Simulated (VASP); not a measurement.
# HC18 in VASP: single point with PBEsol

Aim: the single point of HC18 with PBEsol.

All numbers are computed with VASP 6.6.1; they aren't measurements. Logs are shortened: lines on timing, memory, paths and dates and some standing lists are left out, and cuts for length are marked.

### 1 The cell of the first run

The cell holds a slab with vacuum, 19 atoms: a = 7.398 Å, b = 7.398 Å, c = 12.000 Å, α = 90.00°, β = 90.00°, γ = 120.00°.

### 2 Single point, PBEsol, collinear spin, zero start

The input, INCAR:

```
ALGO = Normal
EDIFF = 1E-6
ENCUT = 520
GGA = PS
ISIF = 2
ISMEAR = 0
ISPIN = 2
LASPH = True
LCHARG = False
LORBIT = 11
LREAL = Auto
LWAVE = False
MAGMOM = 0 0 0 0 0 0 0 0 0 0 0 0 0 0 0 0 0 0 0
NBANDS = 56
NELM = 150
PREC = Accurate
SIGMA = 0.02
```

The input, KPOINTS:

```
k-points
0
Gamma
  2 2 1
```

The input, POSCAR:

```
HC18
1.0
    7.3980000000      0.0000000000      0.0000000000
   -3.6990000000      6.4068560000      0.0000000000
    0.0000000000      0.0000000000     12.0000000000
C H
18 1
Direct
    0.0008872814      0.0043255225      0.0832195833
    0.2220291058      0.1127521830      0.0824010000
   -0.0002261180      0.3341576586      0.0819242500
    0.2217221423      0.4456383911      0.0819679167
    0.0017211334      0.6656347513      0.0864286667
    0.2250704056      0.7801345933      0.0832427500
    0.3335089581      0.0012798789      0.0824079167
    0.5553088759      0.1120524638      0.0820240833
    0.3328004840      0.3345628495      0.0820256667
    0.5546095307      0.4453344979      0.0823970000
    0.3332042735      0.6675885957      0.0819314167
    0.5549053413      0.7790274980      0.0819173333
    0.6663942420      0.0009647478      0.0819538333
    0.8883325821      0.1124578108      0.0819127500
    0.6660798746      0.3338493951      0.0823995833
    0.8872258326      0.4422913516      0.0832325000
    0.6630392119      0.6664744767      0.0832191667
    0.8863869778      0.7809780647      0.0864140833
    0.9440666624      0.7233190507      0.1764798333
```

Potentials or basis: VASP PAW PBE potentials, release 64 (C, H).

Run with:

```console
cat potpaw_PBE.64/C/POTCAR potpaw_PBE.64/H/POTCAR > POTCAR
mpirun -np 1 vasp_std > vasp.out
```

OUTCAR:

```text
EDIFF = 1E-6
   ENCUT = 520
   GGA = PS
   ISIF = 2
   ISMEAR = 0
   ISPIN = 2
   LASPH = True
   LORBIT = 11
   LREAL = Auto
   NELM = 150
   PREC = Accurate

 ion  position               nearest neighbor table
   1  0.001  0.004  0.083-  14 1.41   2 1.42  18 1.43
   2  0.222  0.113  0.082-   1 1.42   9 1.42   7 1.43
   3  1.000  0.334  0.082-  16 1.41  14 1.42   4 1.42
   4  0.222  0.446  0.082-   3 1.42  11 1.42   9 1.42
   5  0.002  0.666  0.086-  19 1.31  16 1.43   6 1.43  18 1.48
   6  0.225  0.780  0.083-  11 1.41   7 1.42   5 1.43
   7  0.334  0.001  0.082-   6 1.42   8 1.42   2 1.43
   8  0.555  0.112  0.082-  15 1.42   7 1.42  13 1.42
   9  0.333  0.335  0.082-  10 1.42   2 1.42   4 1.42
  10  0.555  0.445  0.082-  17 1.42   9 1.42  15 1.43
  11  0.333  0.668  0.082-   6 1.41  12 1.42   4 1.42
  12  0.555  0.779  0.082-  17 1.41  11 1.42  13 1.42
  13  0.666  0.001  0.082-  12 1.42  14 1.42   8 1.42
  14  0.888  0.112  0.082-   1 1.41   3 1.42  13 1.42
  15  0.666  0.334  0.082-  16 1.42   8 1.42  10 1.43
  16  0.887  0.442  0.083-   3 1.41  15 1.42   5 1.43
  17  0.663  0.666  0.083-  12 1.41  10 1.42  18 1.43
  18  0.886  0.781  0.086-  19 1.31   1 1.43  17 1.43   5 1.48
  19  0.944  0.723  0.176-   5 1.31  18 1.31

  LATTYP: Found a hexagonal cell.
 ALAT       =     7.3980000000
 C/A-ratio  =     1.6220600162

  Lattice vectors:

 A1 = (   7.3980000000,   0.0000000000,   0.0000000000)
 A2 = (  -3.6990000000,   6.4068560000,   0.0000000000)
 A3 = (   0.0000000000,   0.0000000000,  12.0000000000)

Analysis of symmetry for initial positions (statically):
=====================================================================
 Subroutine PRICEL returns:
 Original cell was already a primitive cell.

 Routine SETGRP: Setting up the symmetry group for a
 hexagonal supercell.

 Subroutine GETGRP returns: Found  1 space group operations
 (whereof  1 operations were pure point group operations)
 out of a pool of 24 trial point group operations.

The static configuration has the point symmetry C_1 .

Analysis of symmetry for dynamics (positions and initial velocities):
=====================================================================
 Subroutine PRICEL returns:
 Original cell was already a primitive cell.

 Routine SETGRP: Setting up the symmetry group for a
 hexagonal supercell.

 Subroutine GETGRP returns: Found  1 space group operations
 (whereof  1 operations were pure point group operations)
 out of a pool of 24 trial point group operations.

The dynamic configuration has the point symmetry C_1 .

Analysis of structural, dynamic, and magnetic symmetry:
=====================================================================
 Subroutine PRICEL returns:
 Original cell was already a primitive cell.

 Routine SETGRP: Setting up the symmetry group for a
 hexagonal supercell.

 Subroutine GETGRP returns: Found  1 space group operations
 (whereof  1 operations were pure point group operations)
 out of a pool of 24 trial point group operations.

The overall configuration has the point symmetry C_1 .

 Subroutine INISYM returns: Found  1 space group operations
 (whereof  1 operations are pure point group operations),
 and found     1 'primitive' translations

----------------------------------------------------------------------------------------

                                     Primitive cell

  volume of cell :     568.7750

  direct lattice vectors                    reciprocal lattice vectors
     7.398000000  0.000000000  0.000000000     0.135171668  0.078041398  0.000000000
    -3.699000000  6.406856000  0.000000000     0.000000000  0.156082796  0.000000000
     0.000000000  0.000000000 12.000000000     0.000000000  0.000000000  0.083333333

  length of vectors
     7.398000000  7.398000054 12.000000000     0.156082797  0.156082796  0.083333333

  position of ions in fractional coordinates (direct lattice)
     0.000887281  0.004325522  0.083219583
     0.222029106  0.112752183  0.082401000
     0.999773882  0.334157659  0.081924250
     0.221722142  0.445638391  0.081967917
[... 72 lines left out ...]
   total plane-waves  NPLWV = 282240
   dimension x,y,z NGX =    56 NGY =   56 NGZ =   90
   dimension x,y,z NGXF=   112 NGYF=  112 NGZF=  180
   ions per type =              18   1
   NGX,Y,Z   is equivalent  to a cutoff of  12.58, 12.58, 12.47 a.u.
   NGXF,Y,Z  is equivalent  to a cutoff of  25.17, 25.17, 24.94 a.u.
 SYSTEM =  unknown system
   PREC   = accura    normal or accurate (medium, high low for compatibility)
   ISTART =      0    job   : 0-new  1-cont  2-samecut
   ICHARG =      2    charge: 1-file 2-atom 10-const
   ISPIN  =      2    spin polarized calculation?
   LNONCOLLINEAR =      F non collinear calculations
   LSORBIT =      F    spin-orbit coupling
   LASPH  =      T    aspherical Exc in radial PAW
   ENCUT  =  520.0 eV  38.22 Ry    6.18 a.u.  13.76 13.76 22.31*2*pi/ulx,y,z
   NELM   =    150;   NELMIN=  2; NELMDL= -5     # of ELM steps
   EDIFF  = 0.1E-05   stopping-criterion for ELM
   LREAL  =      T    real-space projection
   EDIFFG = 0.1E-04   stopping-criterion for IOM
   NSW    =      0    number of steps for IOM
   IBRION =     -1    ionic relax: 0-MD 1-quasi-New 2-CG
   NFREE  =      0    steps in history (QN), initial steepest desc. (CG)
   ISIF   =      2    stress and relaxation
   ISYM   =      2    0-nonsym 1-usesym 2-fastsym
   POTIM  = 0.5000    time-step for ionic-motion
   TEBEG  =    0.0;   TEEND  =   0.0 temperature during run
   PSTRESS=    0.0 pullay stress
   NELECT =      73.0000    total number of electrons
   NUPDOWN=      -1.0000    fix difference up-down
   EMIN   =  10.00;   EMAX   =-10.00  energy-range for DOS
   EFERMI =   0.00;   METHOD = LEGACY
   ISMEAR =     0;   SIGMA  =   0.02  broadening in eV -4-tet -1-fermi 0-gaus
   EFERMI_NEDOS =   21; number of points for ismear=-14 and -15
   IALGO  =     38    algorithm
   IMIX   =      4    mixing-type and parameters
     AMIX     =   0.40;   BMIX     =  1.00
     AMIX_MAG =   1.60;   BMIX_MAG =  1.00
  volume/ion in A,a.u.               =      29.94       202.01
  Fermi-wavevector in a.u.,A,eV,Ry     =   0.825789  1.560514  9.278180  0.681927
  Thomas-Fermi vector in A             =   1.937708
   LORBIT       =     11    0 simple, 1 ext, 2 COOP (PROOUT), +10 PAW based schemes
   GGA     = PS    functional components
   LHFCALC =     F    Hartree Fock is set to
   AEXX    =    0.0000 exact exchange contribution
   IVDW    =     0    specifies the selected vdW correction
   LEPSILON=     F    determine dielectric tensor
   LRPA    =     F    only Hartree local field effects (RPA)
 spin polarized calculation
 Gauss-broadening in eV      SIGMA  =   0.02
  energy-cutoff  :      520.00
  volume of cell :      568.78
 maximum number of plane-waves:     15363
 NGX is ok and might be reduce to    56
   NGX = 27   NGY = 27   NGZ = 45

 number of electron      72.9999998 magnetization       0.0000000

 number of electron      72.9999998 magnetization      -0.0000000

 Free energy of the ion-electron system (eV)
  ---------------------------------------------------
  ext. energy  EPLUGINS =         0.00000000
  ---------------------------------------------------
  free energy    TOTEN  =      -174.70866465 eV

  energy without entropy =     -174.70866465  energy(sigma->0) =     -174.70866465

 E-fermi :  -1.5229     XC(G=0):  -3.6022

 val. band max:       -1.6130610101   @ k =   0.0000   0.0000   0.0000
 cond. band min:      -0.8899479210   @ k =   0.5000   0.5000   0.0000
 fundamental gap:      0.7231130891
 Fermi energy:        -1.5229077777

 spin component 1

 k-point     1 :       0.0000    0.0000    0.0000
  band No.  band energies     occupation
      1     -21.3887      1.00000
      2     -19.3822      1.00000
      3     -18.6899      1.00000
      4     -18.5907      1.00000
      5     -18.5194      1.00000
      6     -18.4587      1.00000
[... 193 lines left out ...]
     47       4.1584      0.00000
     48       4.3281      0.00000
 Fermi energy:        -1.5229077777

 spin component 2

 k-point     1 :       0.0000    0.0000    0.0000
  band No.  band energies     occupation
      1     -21.3887      1.00000
      2     -19.3822      1.00000
      3     -18.6899      1.00000
      4     -18.5907      1.00000
      5     -18.5194      1.00000
      6     -18.4587      1.00000
[... 193 lines left out ...]
     47       4.1583      0.00000
     48       4.3278      0.00000
 [bands above 48 left out]

------------------------ aborting loop because EDIFF is reached ----------------------------------------

  FORCE on cell =-STRESS in cart. coord.  units (eV):
  Direction    XX          YY          ZZ          XY          YZ          ZX
  --------------------------------------------------------------------------------------
  -------------------------------------------------------------------------------------
  Total        2.0745043      1.7482696     -0.0781431     -0.2963616     -0.0030190     -0.0009233
  in kB        5.8436527      4.9246849     -0.2201207     -0.8348182     -0.0085041     -0.0026007
  external PRESSURE =       3.5160723 kB  Pullay stress =       0.0000000 kB

 VOLUME and BASIS-vectors are now :
 -----------------------------------------------------------------------------
  energy-cutoff  :      520.00
  volume of cell :      568.78
      direct lattice vectors                 reciprocal lattice vectors
     7.398000000  0.000000000  0.000000000     0.135171668  0.078041398  0.000000000
    -3.699000000  6.406856000  0.000000000     0.000000000  0.156082796  0.000000000
     0.000000000  0.000000000 12.000000000     0.000000000  0.000000000  0.083333333

 POSITION                                       TOTAL-FORCE (eV/Angst)
 -----------------------------------------------------------------------------------
     -0.00944      0.02771      0.99863         0.003692     -0.003314     -0.002267
      1.22550      0.72239      0.98881        -0.002646      0.001193     -0.002348
      6.16028      2.14090      0.98309         0.002263      0.007006      0.004571
     -0.00812      2.85514      0.98362        -0.001589      0.012932     -0.000595
     -2.44945      4.26463      1.03714         0.009942     -0.001202     -0.011862
     -1.22065      4.99821      0.99891         0.007243     -0.002392     -0.001000
[... 11 lines left out ...]
      3.66865      5.00361      1.03697        -0.003595      0.005022     -0.010832
      4.30865      4.63420      2.11776        -0.001378      0.000058      0.019646
 -----------------------------------------------------------------------------------
    total drift:                                0.028074     -0.010670      0.015029

  FREE ENERGIE OF THE ION-ELECTRON SYSTEM (eV)
  ---------------------------------------------------
  free  energy   TOTEN  =      -174.7086646464 eV

  energy  without entropy=     -174.7086646464  energy(sigma->0) =     -174.70866465

 total charge

# of ion       s       p       d       tot
------------------------------------------
    1        0.856   1.797   0.000   2.653
    2        0.856   1.789   0.000   2.645
    3        0.857   1.799   0.000   2.656
    4        0.858   1.784   0.000   2.641
    5        0.852   1.776   0.000   2.628
    6        0.856   1.797   0.000   2.653
[... 11 lines left out ...]
   18        0.852   1.776   0.000   2.628
   19        0.507   0.046   0.000   0.553
--------------------------------------------------
tot         15.919  32.290   0.000  48.209

 magnetization (x)

# of ion       s       p       d       tot
------------------------------------------
    1        0.000   0.000   0.000   0.000
    2       -0.000  -0.000   0.000  -0.000
    3        0.000   0.000   0.000   0.000
    4        0.000   0.000   0.000   0.000
    5        0.000  -0.000   0.000  -0.000
    6       -0.000  -0.000   0.000  -0.000
[... 11 lines left out ...]
   18        0.000   0.000   0.000   0.000
   19        0.000   0.000   0.000   0.000
--------------------------------------------------
tot          0.000   0.000   0.000   0.000
```

It took 21 min on 1 thread of Intel Xeon Platinum 8488C (Sapphire Rapids), shared host; peak memory 0.85 GiB.

What came out:

* Free energy: -174.7087 eV
* Largest force: 0.020 eV/Å
* Net moment: 0.00 μB per cell
* Valence electrons inside the program's atomic spheres: C 2.65, 2.66, 2.64, 2.63 (each value once); H 0.55

Forces in eV/Å, atoms in the order of the input:
```
C    0.004 -0.003 -0.002
C   -0.003  0.001 -0.002
C    0.002  0.007  0.005
C   -0.002  0.013 -0.001
C    0.010 -0.001 -0.012
C    0.007 -0.002 -0.001
C   -0.006 -0.006 -0.001
C   -0.001 -0.008  0.002
C    0.005  0.001  0.002
C    0.003 -0.004 -0.001
C    0.000 -0.002  0.002
C   -0.008 -0.004  0.000
C   -0.010 -0.005  0.005
C    0.004  0.002  0.002
C   -0.011  0.009 -0.002
C    0.009  0.002 -0.003
C    0.001 -0.004 -0.002
C   -0.004  0.005 -0.011
H   -0.001  0.000  0.020
```

Caveat: the k points lie up to 0.49 Å⁻¹ apart; the PAW data sets were made with another functional, which shifts forces and pressure a little.
